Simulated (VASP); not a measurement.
Write the native input for VASP 6.6.1 that does the following.

| Quantity | Value |
| --- | --- |
| Task | relaxation of cell and atoms |
| Functional | PBE |
| Potentials or basis | VASP PAW PBE potentials, release 64 (Pt) |
| Cutoff | 600 eV |
| k mesh | 24 × 24 × 24 |
| Occupations | gaussian, width 0.1 eV |
| Spin | no spin polarisation |
| Dipole correction | no |
| Further INCAR settings | ALGO = Normal; EDIFF = 1e-06; IBRION = 2; EDIFFG = -0.01; NSW = 100; ISIF = 3 |

The structure of Pt lies in POSCAR:

```
Pt
1.0
    0.0000000000      1.9827964194      1.9827964194
    1.9827964194      0.0000000000      1.9827964194
    1.9827964194      1.9827964194      0.0000000000
Pt
1
Direct
    0.0000000000      0.0000000000      0.0000000000
```

The input as run:

INCAR

```
ALGO = Normal
EDIFF = 1E-6
EDIFFG = -0.01
ENCUT = 600
GGA = PE
IBRION = 2
ISIF = 3
ISMEAR = 0
LASPH = True
LCHARG = False
LREAL = False
LWAVE = False
NELM = 60
NSW = 100
PREC = Accurate
SIGMA = 0.1
```

KPOINTS

```
k-points
0
Gamma
  24 24 24
```

Potentials or basis: VASP PAW PBE potentials, release 64 (Pt).

Command:

```sh
$ cat potpaw_PBE.64/Pt/POTCAR > POTCAR
$ mpirun -np 1 vasp_std > vasp.out
```

It gave:

| Property | Result |
| --- | --- |
| Relaxed volume | 15.62 Å³/atom |
| Relaxed cell | a = 2.806 Å, b = 2.806 Å, c = 2.806 Å, α = 60.00°, β = 60.00°, γ = 60.00° |
| Space group after relaxing (to 0.05 Å) | Fm-3m (No. 225) |
| Energy gained by relaxing | 0.0 meV/atom |
| Ionic steps | 3 |
| Pressure after relaxing | 0.0 GPa |
| Band gap on the k mesh | zero (band 5 reaches 11.06 eV, above the bottom of band 6 at 8.97 eV) |

Caveat: spin-orbit coupling is left out, which moves the levels of the heavy elements.

Wall time 30 s on 1 thread of Intel(R) Xeon(R) 6975P-C (Granite Rapids), with other jobs on the host, peak memory 0.2 GiB.
